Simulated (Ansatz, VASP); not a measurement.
KCl: VASP beside Ansatz

Contents of INCAR:

```
SYSTEM = KCl
  PREC = Accurate
  ENCUT = 520
  EDIFF = 1E-8
  ISMEAR = -1
  SIGMA = 0.02
  LREAL = .FALSE.
  LASPH = .TRUE.
  NELM = 60
  ALGO = Normal
  ISIF = 2
  LWAVE = .FALSE.
  LCHARG = .FALSE.
  GGA = PE
  LEFG = .TRUE.
  NBANDS = 15
```

KPOINTS

```
regular mesh
0
G
  7 7 7
  0 0 0
```

POSCAR

```
KCl
1.0
    3.6703400000      0.0000000000      0.0000000000
    0.0000000000      3.6703400000      0.0000000000
    0.0000000000      0.0000000000      3.6340000000
K Cl
1 1
Direct
    0.0000000000      0.0000000000      0.0000000000
    0.5000000000      0.5000000000      0.5000000000
```

Input for Ansatz:

```yaml
crystal:
  lattice:
    - [3.67034, 0.0, 0.0]
    - [0.0, 3.67034, 0.0]
    - [0.0, 0.0, 3.634]
  atoms:
    - { symbol: K, position: [0.0, 0.0, 0.0] }
    - { symbol: Cl, position: [0.5, 0.5, 0.5] }
kpoints:
  mp_grid: { grid: [7, 7, 7] }
scf:
  occupations: { method: fermi_dirac, width: 0.02 }
hamiltonian:
  xc: pbe
  pseudopotentials: { kind: paw }
output:
  forces: true
  stress: true
  eigenvalues: true
  efg: { contact_densities: true }
  write_density: true
  write_potential: true
  elf: true
  volumetric_format: npy
```

Change from the starting cell: equal xx and yy strain of +1 %, PAW files.

Alike in both runs: task electric field gradients; functional PBE; k mesh 7 × 7 × 7; occupations fermi-dirac, width 0.02 eV; no spin polarisation.

```csv
,VASP,Ansatz
version,VASP 6.6.1,Ansatz 0.2.0
potentials or method,"VASP PAW PBE potentials, release 64 (K_sv, Cl)","PAW with Ansatz's default frozen-core files, scalar-relativistic"
plane-wave cutoff (eV),520,420
valence electrons in the cell,16,16
```

```tsv
	VASP	Ansatz	Ansatz less VASP
gap on the k mesh at the Fermi level (eV)	5.47	5.47	+0.002
pressure (GPa)	3.8	3.7	-0.06
traceless stress, the component that is largest in VASP (GPa)	0.34	0.34	+0.002
size of Vzz on the site where it differs most (V/Å²)	2.6	2.6	+0.09
```
